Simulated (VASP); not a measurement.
The system is SnW.

```
Sn W
1.0
     0.00000    3.55326    3.55326
     3.55326    0.00000    3.55326
     3.55326    3.55326    0.00000
Sn W
2 2
Direct
  0.50000 0.50000 0.50000
  0.75000 0.75000 0.75000
  0.00000 0.00000 0.00000
  0.25000 0.25000 0.25000
```

| Property | Result |
| --- | --- |
| Program | VASP 6.6.1 |
| Task | relaxation of cell and atoms |
| Functional | PBE |
| Potentials or basis | VASP PAW PBE potentials, release 64 (Sn_d, W_sv) |
| Cutoff | 600 eV |
| k mesh | 4 × 4 × 4 |
| Occupations | gaussian, width 0.1 eV |
| Spin | no spin polarisation |

At the start: pressure -16.9 GPa; volume 22.43 Å³/atom.

**Question.** How do energy, volume and symmetry change on relaxing?

**Answer.** Over 5 steps the energy falls by 192.5 meV/atom and the volume is 19.27 Å³/atom (-14.1 %); space group Fd-3m (No. 227, to 0.1 Å) before and after.

Step by step:
| step | energy change (eV) | largest force (eV/Å) | pressure (GPa) | volume (Å³) |
| --- | --- | --- | --- | --- |
| 1 | 0.0000 | 0.0000 | -16.94 | 89.72 |
| 2 | 1.3253 | 0.0000 | 54.38 | 62.31 |
| 3 | -0.7661 | 0.0000 | -1.53 | 77.89 |
| 4 | -0.7696 | 0.0000 | -0.40 | 77.32 |
| 5 | -0.7698 | 0.0000 | 0.09 | 77.09 |

Final structure:
```xyz
4
Lattice="0.0000 3.3779 3.3779 3.3779 0.0000 3.3779 3.3779 3.3779 0.0000" Properties=species:S:1:pos:R:3 pbc="T T T"
Sn    3.3779    3.3779    3.3779
Sn    5.0669    5.0669    5.0669
W     0.0000    0.0000    0.0000
W     1.6890    1.6890    1.6890
```
